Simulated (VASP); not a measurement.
The system is Te.

```xyz
1
Lattice="-1.9354 1.9354 1.9354 1.9354 -1.9354 1.9354 1.9354 1.9354 -1.9354" Properties=species:S:1:pos:R:3 pbc="T T T"
Te    0.0000    0.0000    0.0000
```

This isn't the form of Te at room conditions, which is trigonal, of chains.

- Program: VASP 6.6.1
- Task: relaxation of cell and atoms
- Functional: PBEsol
- Potentials or basis: VASP PAW PBE potentials, release 64 (Te)
- Cutoff: 600 eV
- k mesh: 15 × 15 × 15
- Occupations: fermi-dirac, width 0.05 eV
- Spin: no spin polarisation

At the start: pressure -3.8 GPa; volume 29.00 Å³/atom.

**Question.** Where does the relaxation end?

**Answer.** Over 3 steps the energy falls by 24.5 meV/atom and the volume is 27.06 Å³/atom (-6.7 %); space group Im-3m (No. 229, to 0.1 Å) before and after.

Step by step:
```tsv
step	energy change (eV)	largest force (eV/Å)	pressure (GPa)	volume (Å³)
1	0.0000	0.0000	-3.78	29.00
2	-0.0190	0.0000	2.18	26.22
3	-0.0245	0.0000	0.00	27.06
```

Final structure:
```cif
data_structure
_symmetry_space_group_name_H-M 'P 1'
_symmetry_Int_Tables_number 1
_cell_length_a 3.2757
_cell_length_b 3.2757
_cell_length_c 3.2757
_cell_angle_alpha 109.471
_cell_angle_beta 109.471
_cell_angle_gamma 109.471
_cell_volume 27.06
loop_
_atom_site_label
_atom_site_type_symbol
_atom_site_fract_x
_atom_site_fract_y
_atom_site_fract_z
_atom_site_occupancy
Te1 Te 0.00000 0.00000 0.00000 1
```

Caveat: the PAW data sets were made with another functional, which shifts forces and pressure a little.
